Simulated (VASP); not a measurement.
# Au (Fmmm) in VASP: single point with r2SCAN

Aim: the single point of Au with r2SCAN.

All numbers are computed with VASP 6.6.1; they aren't measurements. Logs are shortened: lines on timing, memory, paths and dates and some standing lists are left out, and cuts for length are marked.

### 1 The cell of the first run

It takes space group Fmmm (No. 69, orthorhombic). The conventional cell has a = 3.790 Å, b = 4.161 Å, c = 4.474 Å, α = 90.00°, β = 90.00°, γ = 90.00°. Within 3.8 Å of Au (site symmetry mmm) lie 14 Au at 2.81 to 3.79 Å.

### 2 Single point, r2SCAN

The input, POSCAR:

```
Au
1.0
    2.2369276276     -2.0802612030      0.0000000000
    2.2369276276      2.0802612030      0.0000000000
    0.0000000000      0.0000000000      7.5797788263
Au
4
Direct
    0.7500169116      0.2499830884      0.1250005154
    0.7499830884      0.2500169116      0.6250005154
    0.2499830884      0.7500169116      0.8749994846
    0.2500169116      0.7499830884      0.3749994846
```

The input, INCAR.step1:

```
  ALGO = Normal
  EDIFF = 1E-4
  ENCUT = 520
  GGA = PE
  ISMEAR = 0
  LASPH = True
  LCHARG = False
  LREAL = False
  LWAVE = True
  NBANDS = 30
  NELM = 60
  PREC = Accurate
  SIGMA = 0.1
```

The input, INCAR.step2:

```
  ALGO = Normal
  EDIFF = 1E-6
  ENCUT = 520
  ISIF = 2
  ISMEAR = 0
  ISTART = 1
  LASPH = True
  LCHARG = False
  LMIXTAU = True
  LREAL = False
  LWAVE = False
  METAGGA = R2SCAN
  NBANDS = 30
  NELM = 60
  PREC = Accurate
  SIGMA = 0.1
```

The input, KPOINTS:

```
k-points
0
Gamma
  6 6 2
```

Potentials or basis: VASP PAW PBE potentials, release 64 (Au).

On the command line:

```bash
> cat potpaw_PBE.64/Au/POTCAR > POTCAR
> cp INCAR.step1 INCAR
> mpirun -np 1 vasp_std > vasp.out
> cp INCAR.step2 INCAR
> mpirun -np 1 vasp_std > vasp.out
```

OUTCAR:

```text
EDIFF = 1E-6
   ENCUT = 520
   ISIF = 2
   ISMEAR = 0
   ISTART = 1
   LASPH = True
   LREAL = False
   METAGGA = R2SCAN
   NELM = 60
   PREC = Accurate

 ion  position               nearest neighbor table
   1  0.750  0.250  0.125-   3 2.81   4 2.81   4 2.81   3 2.81   4 2.93   4 2.93   3 2.93   3 2.93

   2  0.750  0.250  0.625-   4 2.81   3 2.81   3 2.81   4 2.81   3 2.93   3 2.93   4 2.93   4 2.93

   3  0.250  0.750  0.875-   1 2.81   2 2.81   2 2.81   1 2.81   2 2.93   2 2.93   1 2.93   1 2.93

   4  0.250  0.750  0.375-   2 2.81   1 2.81   1 2.81   2 2.81   1 2.93   1 2.93   2 2.93   2 2.93

  LATTYP: Found a base centered orthorhombic cell.
 ALAT       =     4.1605224060
 B/A-ratio  =     1.0753109390
 C/A-ratio  =     1.8218334350

  Lattice vectors:

 A1 = (  -2.2369276276,  -2.0802612030,   0.0000000000)
 A2 = (   2.2369276276,  -2.0802612030,   0.0000000000)
 A3 = (   0.0000000000,   0.0000000000,   7.5797788263)

Analysis of symmetry for initial positions (statically):
=====================================================================
 Subroutine PRICEL returns:
 Original cell was already a primitive cell.

 Routine SETGRP: Setting up the symmetry group for a
 base centered orthorhombic supercell.

 Subroutine GETGRP returns: Found  8 space group operations
 (whereof  4 operations were pure point group operations)
 out of a pool of  8 trial point group operations.

The static configuration has the point symmetry C_2h.
 The point group associated with its full space group is D_2h.

Analysis of symmetry for dynamics (positions and initial velocities):
=====================================================================
 Subroutine PRICEL returns:
 Original cell was already a primitive cell.

 Routine SETGRP: Setting up the symmetry group for a
 base centered orthorhombic supercell.

 Subroutine GETGRP returns: Found  8 space group operations
 (whereof  4 operations were pure point group operations)
 out of a pool of  8 trial point group operations.

The dynamic configuration has the point symmetry C_2h.
 The point group associated with its full space group is D_2h.

 Subroutine INISYM returns: Found  8 space group operations
 (whereof  4 operations are pure point group operations),
 and found     1 'primitive' translations

----------------------------------------------------------------------------------------

                                     Primitive cell

  volume of cell :      70.5434

  direct lattice vectors                    reciprocal lattice vectors
     2.236927628 -2.080261203  0.000000000     0.223520866 -0.240354432  0.000000000
     2.236927628  2.080261203  0.000000000     0.223520866  0.240354432  0.000000000
     0.000000000  0.000000000  7.579778826     0.000000000  0.000000000  0.131929971

  length of vectors
     3.054722882  3.054722882  7.579778826     0.328225274  0.328225274  0.131929971

  position of ions in fractional coordinates (direct lattice)
     0.750016912  0.249983088  0.125000515
     0.749983088  0.250016912  0.625000515
     0.249983088  0.750016912  0.874999485
     0.250016912  0.749983088  0.374999485

  ion indices of the primitive-cell ions
   primitive index   ion index
                 1           1
                 2           2
                 3           3
                 4           4

----------------------------------------------------------------------------------------

 KPOINTS: k-points

Automatic generation of k-mesh.
 Grid dimensions read from file:
 generate k-points for:    6    6    2

 Generating k-lattice:

  Cartesian coordinates                     Fractional coordinates (reciprocal lattice)
     0.037253478 -0.040059072  0.000000000     0.166666667  0.000000000  0.000000000
     0.037253478  0.040059072  0.000000000     0.000000000  0.166666667  0.000000000
     0.000000000  0.000000000  0.065964985     0.000000000  0.000000000  0.500000000

  Length of vectors
     0.054704212  0.054704212  0.065964985

  Shift w.r.t. Gamma in fractional coordinates (k-lattice)
     0.000000000  0.000000000  0.000000000

 Subroutine IBZKPT returns following result:
 ===========================================

 Found     26 irreducible k-points:

 Following reciprocal coordinates:
            Coordinates               Weight
  0.000000  0.000000  0.000000      1.000000
  0.166667  0.000000  0.000000      4.000000
  0.333333 -0.000000  0.000000      4.000000
  0.500000 -0.000000  0.000000      2.000000
  0.166667  0.166667  0.000000      2.000000
  0.333333  0.166667  0.000000      4.000000
[... 16 lines left out ...]
  0.333333  0.333333  0.500000      2.000000
  0.500000  0.333333  0.500000      4.000000
 [... further k-points ...]
   k-points           NKPTS =     26   k-points in BZ     NKDIM =     26   number of bands    NBANDS=     30
   number of dos      NEDOS =    301   number of ions     NIONS =      4
   total plane-waves  NPLWV =  32256
   dimension x,y,z NGX =    24 NGY =   24 NGZ =   56
   dimension x,y,z NGXF=    48 NGYF=   48 NGZF=  112
   ions per type =               4
   NGX,Y,Z   is equivalent  to a cutoff of  13.06, 13.06, 12.28 a.u.
   NGXF,Y,Z  is equivalent  to a cutoff of  26.12, 26.12, 24.56 a.u.
 SYSTEM =  unknown system
   PREC   = accura    normal or accurate (medium, high low for compatibility)
   ISTART =      1    job   : 0-new  1-cont  2-samecut
   ICHARG =      0    charge: 1-file 2-atom 10-const
   ISPIN  =      1    spin polarized calculation?
   LNONCOLLINEAR =      F non collinear calculations
   LSORBIT =      F    spin-orbit coupling
   LASPH  =      T    aspherical Exc in radial PAW
   ENCUT  =  520.0 eV  38.22 Ry    6.18 a.u.   5.68  5.68 14.09*2*pi/ulx,y,z
   NELM   =     60;   NELMIN=  2; NELMDL=  0     # of ELM steps
   EDIFF  = 0.1E-05   stopping-criterion for ELM
   LREAL  =      F    real-space projection
   EDIFFG = 0.1E-04   stopping-criterion for IOM
   NSW    =      0    number of steps for IOM
   IBRION =     -1    ionic relax: 0-MD 1-quasi-New 2-CG
   NFREE  =      0    steps in history (QN), initial steepest desc. (CG)
   ISIF   =      2    stress and relaxation
   ISYM   =      2    0-nonsym 1-usesym 2-fastsym
   POTIM  = 0.5000    time-step for ionic-motion
   TEBEG  =    0.0;   TEEND  =   0.0 temperature during run
   PSTRESS=    0.0 pullay stress
   NELECT =      44.0000    total number of electrons
   NUPDOWN=      -1.0000    fix difference up-down
   EMIN   =  10.00;   EMAX   =-10.00  energy-range for DOS
   EFERMI =   0.00;   METHOD = LEGACY
   ISMEAR =     0;   SIGMA  =   0.10  broadening in eV -4-tet -1-fermi 0-gaus
   EFERMI_NEDOS =   21; number of points for ismear=-14 and -15
   IALGO  =     38    algorithm
   IMIX   =      4    mixing-type and parameters
     AMIX     =   0.40;   BMIX     =  1.00
     AMIX_MAG =   1.60;   BMIX_MAG =  1.00
  volume/ion in A,a.u.               =      17.64       119.01
  Fermi-wavevector in a.u.,A,eV,Ry     =   1.398751  2.643255 26.619842  1.956503
  Thomas-Fermi vector in A             =   2.521878
   LORBIT       =      0    0 simple, 1 ext, 2 COOP (PROOUT), +10 PAW based schemes
   METAGGA = R2SCAN    functional components
   LHFCALC =     F    Hartree Fock is set to
   AEXX    =    0.0000 exact exchange contribution
   IVDW    =     0    specifies the selected vdW correction
   LEPSILON=     F    determine dielectric tensor
   LRPA    =     F    only Hartree local field effects (RPA)
 non-spin polarized calculation
 Gauss-broadening in eV      SIGMA  =   0.10
  energy-cutoff  :      520.00
  volume of cell :       70.54
 maximum number of plane-waves:      1928
   NGX = 11   NGY = 11   NGZ = 29

 number of electron      44.0000003 magnetization

 Free energy of the ion-electron system (eV)
  ---------------------------------------------------
  ext. energy  EPLUGINS =         0.00000000
  ---------------------------------------------------
  free energy    TOTEN  =      -202.28640014 eV

  energy without entropy =     -202.27989607  energy(sigma->0) =     -202.28314811

 E-fermi :   8.5812     XC(G=0): -13.3828

 val. band max:        8.5559146721   @ k =   0.5000   0.1667   0.5000
 cond. band min:       8.8822763456   @ k =   0.5000   0.5000   0.0000
 fundamental gap:      0.3263616734
 Fermi energy:         8.5812102414

 k-point     1 :       0.0000    0.0000    0.0000
  band No.  band energies     occupation
      1      -0.9473      2.00000
      2       1.8331      2.00000
      3       1.8784      2.00000
      4       1.8784      2.00000
      5       2.0444      2.00000
      6       3.2601      2.00000
[... 22 lines left out ...]
     29      23.1954      0.00000
     30      23.6914      0.00000

 k-point     2 :       0.1667    0.0000    0.0000
  band No.  band energies     occupation
      1      -0.3603      2.00000
      2       2.0024      2.00000
      3       2.0024      2.00000
      4       2.1225      2.00000
      5       2.3818      2.00000
      6       3.4045      2.00000
[... 22 lines left out ...]
     29      19.0332      0.00000
     30      23.7073      0.00000

 k-point     3 :       0.3333   -0.0000    0.0000
  band No.  band energies     occupation
      1       1.1838      2.00000
      2       1.7069      2.00000
      3       1.7069      2.00000
      4       2.7157      2.00000
      5       3.1627      2.00000
      6       3.4973      2.00000
[... 22 lines left out ...]
     29      21.7279      0.00000
     30      22.4115      0.00000

 k-point     4 :       0.5000   -0.0000    0.0000
  band No.  band energies     occupation
      1       1.5068      2.00000
      2       1.5068      2.00000
      3       2.7390      2.00000
      4       2.7390      2.00000
      5       3.3813      2.00000
      6       3.3813      2.00000
[... 22 lines left out ...]
     29      20.3484      0.00000
     30      20.3484      0.00000

 k-point     5 :       0.1667    0.1667    0.0000
  band No.  band energies     occupation
      1       0.0913      2.00000
      2       2.3241      2.00000
      3       2.3610      2.00000
      4       2.3611      2.00000
      5       2.6994      2.00000
      6       2.9579      2.00000
[... 22 lines left out ...]
     29      19.2344      0.00000
     30      20.9919      0.00000
[... 526 lines left out ...]
     29      18.2679      0.00000
     30      18.2679      0.00000

 k-point    22 :      -0.1667    0.1667    0.5000
  band No.  band energies     occupation
      1       0.9362      2.00000
      2       0.9362      2.00000
      3       2.8337      2.00000
      4       2.8337      2.00000
      5       2.8987      2.00000
      6       2.8987      2.00000
[... 22 lines left out ...]
     29      21.8979      0.00000
     30      21.8979      0.00000

 k-point    23 :       0.3333    0.3333    0.5000
  band No.  band energies     occupation
      1       2.3404      2.00000
      2       2.3404      2.00000
      3       2.5400      2.00000
      4       2.5400      2.00000
      5       2.6175      2.00000
      6       2.6175      2.00000
[... 22 lines left out ...]
     29      17.8633      0.00000
     30      17.8633      0.00000

 k-point    24 :       0.5000    0.3333    0.5000
  band No.  band energies     occupation
      1       2.1427      2.00000
      2       2.1427      2.00000
      3       2.3491      2.00000
      4       2.3491      2.00000
      5       2.8619      2.00000
      6       2.8619      2.00000
[... 22 lines left out ...]
     29      17.7607      0.00000
     30      17.7607      0.00000

 [... further k-points ...]

------------------------ aborting loop because EDIFF is reached ----------------------------------------

  FORCE on cell =-STRESS in cart. coord.  units (eV):
  Direction    XX          YY          ZZ          XY          YZ          ZX
  --------------------------------------------------------------------------------------
  -------------------------------------------------------------------------------------
  Total       -0.0126706      0.0963056      0.0845726      0.0000000      0.0000000      0.0000000
  in kB       -0.2877747      2.1872872      1.9208080      0.0000000      0.0000000      0.0000000
  external PRESSURE =       1.2734402 kB  Pullay stress =       0.0000000 kB

 VOLUME and BASIS-vectors are now :
 -----------------------------------------------------------------------------
  energy-cutoff  :      520.00
  volume of cell :       70.54
      direct lattice vectors                 reciprocal lattice vectors
     2.236927628 -2.080261203  0.000000000     0.223520866 -0.240354432  0.000000000
     2.236927628  2.080261203  0.000000000     0.223520866  0.240354432  0.000000000
     0.000000000  0.000000000  7.579778826     0.000000000  0.000000000  0.131929971

 POSITION                                       TOTAL-FORCE (eV/Angst)
 -----------------------------------------------------------------------------------
      2.23693     -1.04020      0.94748         0.000000      0.000325     -0.000059
      2.23693     -1.04006      4.73737         0.000000     -0.000325     -0.000059
      2.23693      1.04020      6.63230         0.000000     -0.000325      0.000059
      2.23693      1.04006      2.84241         0.000000      0.000325      0.000059
 -----------------------------------------------------------------------------------
    total drift:                                0.000000     -0.000000      0.000000

  FREE ENERGIE OF THE ION-ELECTRON SYSTEM (eV)
  ---------------------------------------------------
  free  energy   TOTEN  =      -202.2864001352 eV

  energy  without entropy=     -202.2798960749  energy(sigma->0) =     -202.28314811
```

Wall time 62 s (1 thread of Intel Xeon 6975P-C (Granite Rapids), shared host); peak memory 0.19 GiB.

Results:

- Free energy: -202.2864 eV
- Pressure: 0.1 GPa
- Band gap on the k mesh: zero (bands 22 and 23 overlap by 4.68 eV)

Stress tensor (GPa, compression positive):
```
-0.03  0.00  0.00
 0.00  0.22  0.00
 0.00  0.00  0.19
```

Levels at points of the mesh, in eV from the Fermi level:
| k point | band 18 | band 19 | band 20 | band 21 | band 22 | band 23 | band 24 | band 25 | band 26 | band 27 |
| --- | --- | --- | --- | --- | --- | --- | --- | --- | --- | --- |
| (0.00, 0.00, 0.00) | -2.96 | -2.96 | -2.61 | -2.03 | -1.95 | -1.30 | 3.13 | 7.99 | 9.10 | 9.18 |
| (0.50, 0.00, 0.00) | -2.29 | -1.70 | -1.70 | -0.88 | -0.88 | -0.39 | -0.39 | 3.29 | 3.29 | 10.76 |
| (0.50, 0.50, 0.00) | -1.97 | -1.53 | -1.15 | 0.30 | 1.38 | 3.78 | 3.78 | 4.14 | 5.88 | 6.50 |
| (0.00, 0.00, 0.50) | -2.54 | -2.32 | -2.32 | -2.22 | -2.22 | -0.53 | -0.53 | 10.79 | 10.79 | 10.98 |
| (0.50, 0.00, 0.50) | -2.28 | -2.28 | -2.28 | -0.73 | -0.73 | -0.73 | -0.73 | 6.04 | 6.04 | 6.04 |
| (0.50, 0.50, 0.50) | -2.23 | -2.01 | -2.01 | 2.87 | 2.87 | 3.86 | 3.86 | 3.88 | 3.88 | 4.94 |

Caveat: the k points lie up to 0.41 Å⁻¹ apart, too coarse for converged energies and pressures of a metal; the PAW data sets were made with another functional, which shifts forces and pressure a little; spin-orbit coupling is left out, which moves the levels of the heavy elements.

The gap in the log of VASP goes by the Fermi energy; the results here count the filled bands.